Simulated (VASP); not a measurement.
A run of VASP 6.6.1 is set up as follows.

INCAR

```
SYSTEM = YZrF2
PREC = Accurate
ENCUT = 520
EDIFF = 1E-6
ISMEAR = 0
SIGMA = 0.1
LREAL = .False.
LASPH = .True.
NELM = 60
ALGO = Normal
ISIF = 2
LWAVE = .False.
LCHARG = .False.
GGA = PE
NBANDS = 26
```

File KPOINTS:

```
regular mesh
0
Gamma
  4 4 6
  0 0 0
```

The input POSCAR:

```
YZrF2
1.0
    4.4604813600      0.0000000000      0.0000000000
    0.0000000000      4.4604813600      0.0000000000
    0.0000000000      0.0000000000      2.6276823800
Y Zr F
1 1 2
Direct
    0.5000000000      0.5000000000      0.5000000000
    0.0000000000      0.0000000000      0.0000000000
    0.5000000000      0.0000000000      0.0000000000
    0.0000000000      0.5000000000      0.0000000000
```

Potentials or basis: VASP PAW PBE potentials, release 64 (Y_sv, Zr_sv, F).

Launch:

```sh
$ cat potpaw_PBE.64/Y_sv/POTCAR potpaw_PBE.64/Zr_sv/POTCAR potpaw_PBE.64/F/POTCAR > POTCAR
$ mpirun -np 1 vasp_std > vasp.out
```

Estimate the pressure.

24.3 GPa.

Stress tensor (GPa, compression positive):
```
17.22  0.00  0.00
 0.00 17.22  0.00
 0.00  0.00 38.52
```

Caveat: the k points lie up to 0.40 Å⁻¹ apart; an odd number of electrons without spin polarisation forces a metal; a magnetic or distorted state may lie lower.
